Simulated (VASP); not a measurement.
TaPbSe3, 5 atoms in the cell. The structure is cubic, space group Pm-3m (No. 221). The conventional cell has a = 5.271 Å, b = 5.271 Å, c = 5.271 Å, α = 90.00°, β = 90.00°, γ = 90.00°. Within 4.9 Å of Ta (site symmetry m-3m) lie 12 Se at 3.73 Å and 8 Pb at 4.56 Å. Within 3.5 Å of Pb (site symmetry m-3m) lie 6 Se at 2.64 Å. Within 3.5 Å of Se (site symmetry 4/mmm) lie 2 Pb at 2.64 Å. 

| Property | Result |
| --- | --- |
| Program | VASP 6.6.1 |
| Task | single point |
| Functional | r2SCAN |
| Potentials or basis | VASP PAW PBE potentials, release 64 (Ta_pv, Pb_d, Se) |
| Cutoff | 520 eV |
| k mesh | 4 × 4 × 4 |
| Occupations | gaussian, width 0.1 eV |
| Spin | collinear spin |
| Starting moments | [2.51, 0.0, -0.15, -0.15, -0.15] μB |
| Dipole correction | no |
| Further INCAR settings | ALGO = Normal; EDIFF = 1e-06; NBANDS = 34 |

Potentials or basis: VASP PAW PBE potentials, release 64 (Ta_pv, Pb_d, Se).

Run with:

```sh
$ cat potpaw_PBE.64/Ta_pv/POTCAR potpaw_PBE.64/Pb_d/POTCAR potpaw_PBE.64/Se/POTCAR > POTCAR
$ cp INCAR.step1 INCAR
$ mpirun -np 1 vasp_std > vasp.out
$ cp INCAR.step2 INCAR
$ mpirun -np 1 vasp_std > vasp.out
```

Hardware: 1 thread of Intel(R) Xeon(R) Platinum 8375C CPU @ 2.90GHz (Ice Lake), with other jobs on the host.

Task: How long does it take, and how much memory?

Result: Run time: 4.6 min on 1 thread of Intel(R) Xeon(R) Platinum 8375C CPU @ 2.90GHz (Ice Lake) (shared host), peak memory 0.36 GiB. Counts: k points 10.
